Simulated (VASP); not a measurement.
Write the native input for VASP 6.6.1 that does the following.

| Item | Value |
| --- | --- |
| Task | single point |
| Functional | LDA |
| Potentials or basis | VASP PAW LDA potentials, release 64 (Cd) |
| Cutoff | 520 eV |
| k mesh | 10 × 10 × 5 |
| Occupations | fermi-dirac, width 0.05 eV |
| Spin | no spin polarisation |
| Dipole correction | no |
| Further INCAR settings | ALGO = Normal; EDIFF = 1e-07; NBANDS = 19 |

The structure of Cd lies in POSCAR:

```
Cd
1.0
    2.9180596717      0.0000000000      0.0000000000
   -1.4590298358      2.5271138055      0.0000000000
    0.0000000000      0.0000000000      5.5029719036
Cd
2
Direct
    0.6666666667      0.3333333333      0.7500000000
    0.3333333333      0.6666666667      0.2500000000
```

One way to write it, as run:

INCAR

```
SYSTEM = Cd
ALGO     = Normal         ! electronic algorithm
EDIFF    = 1E-7           ! SCF threshold, eV
ENCUT    = 520            ! plane-wave cutoff, eV
ISIF     = 2              ! what is computed and relaxed
ISMEAR   = -1             ! smearing method
LASPH    = .True.         ! aspherical terms in the spheres
LCHARG   = .True.         ! write CHGCAR
LELF     = .True.         ! ELF
LREAL    = .False.        ! projectors in reciprocal space
LVHAR    = .True.       
LWAVE    = .False.        ! write WAVECAR
NBANDS   = 19             ! bands
NELM     = 80             ! most SCF steps
PREC     = Accurate       ! precision mode
SIGMA    = 0.05           ! smearing width, eV
```

KPOINTS

```
k-points
0
Gamma
  10 10 5
  0 0 0
```

Potentials or basis: VASP PAW LDA potentials, release 64 (Cd).

Launch:

```bash
$ cat potpaw_LDA.64/Cd/POTCAR > POTCAR
$ mpirun -np 1 vasp_std > vasp.out
```

Results of the run:

```
Pressure               : -0.2 GPa
Band gap on the k mesh : zero (band 12 reaches 4.27 eV, above the bottom of band 13 at 0.18 eV)
```

Run time: 10 s on 1 thread of Intel(R) Xeon(R) Platinum 8559C (Emerald Rapids), with other jobs on the host, peak memory 0.15 GiB.
